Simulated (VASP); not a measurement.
A run of VASP 6.6.1 is set up as follows.

INCAR

```
SYSTEM = Si3P4
PREC = Accurate ; ENCUT = 520
EDIFF = 1E-6 ; ISMEAR = 0
SIGMA = 0.1 ; LREAL = .FALSE.
LASPH = .TRUE. ; NELM = 60
ALGO = Normal ; ISIF = 2
LWAVE = .FALSE. ; LCHARG = .TRUE.
GGA = PE ; LELF = .TRUE.
LVHAR = .TRUE. ; NBANDS = 45
```

Contents of KPOINTS:

```
Automatic mesh
0
G
  4 4 4
  0 0 0
```

The input POSCAR:

```
Si3P4
1.0
   -4.0481582912      4.0481582912      4.0481582912
    4.0481582912     -4.0481582912      4.0481582912
    4.0481582912      4.0481582912     -4.0481582912
Si P
6 8
Direct
    0.2500000000      0.1250000000      0.8750000000
    0.8750000000      0.2500000000      0.1250000000
    0.7500000000      0.3750000000      0.6250000000
    0.6250000000      0.7500000000      0.3750000000
    0.1250000000      0.8750000000      0.2500000000
    0.3750000000      0.6250000000      0.7500000000
    0.4913044646      0.4913044646      0.4913044646
    0.5086955354      0.5000000000      0.0000000000
    0.5000000000      0.0000000000      1.0086955354
    0.0000000000      0.5086955354      0.5000000000
    1.0086955354      0.5000000000      0.0000000000
   -0.0086955354     -0.0086955354     -0.0086955354
    0.0000000000      1.0086955354      0.5000000000
    0.5000000000      0.0000000000      0.5086955354
```

Potentials or basis: VASP PAW PBE potentials, release 64 (Si, P).

Launch:

```bash
$ cat potpaw_PBE.64/Si/POTCAR potpaw_PBE.64/P/POTCAR > POTCAR
$ mpirun -np 1 vasp_std > vasp.out
```

Task: Predict the pressure.

Result: -0.5 GPa.

Task: Predict the largest force.

Result: 0.005 eV/Å.

Forces on the atoms (eV/Å):
```
Si   0.000  0.000  0.000
Si   0.000  0.000  0.000
Si   0.000  0.000  0.000
Si   0.000  0.000  0.000
Si   0.000  0.000  0.000
Si   0.000  0.000  0.000
P   -0.003 -0.003 -0.003
P   -0.003  0.003  0.003
P    0.003  0.003 -0.003
P    0.003 -0.003  0.003
P   -0.003  0.003  0.003
P   -0.003 -0.003 -0.003
P    0.003 -0.003  0.003
P    0.003  0.003 -0.003
```
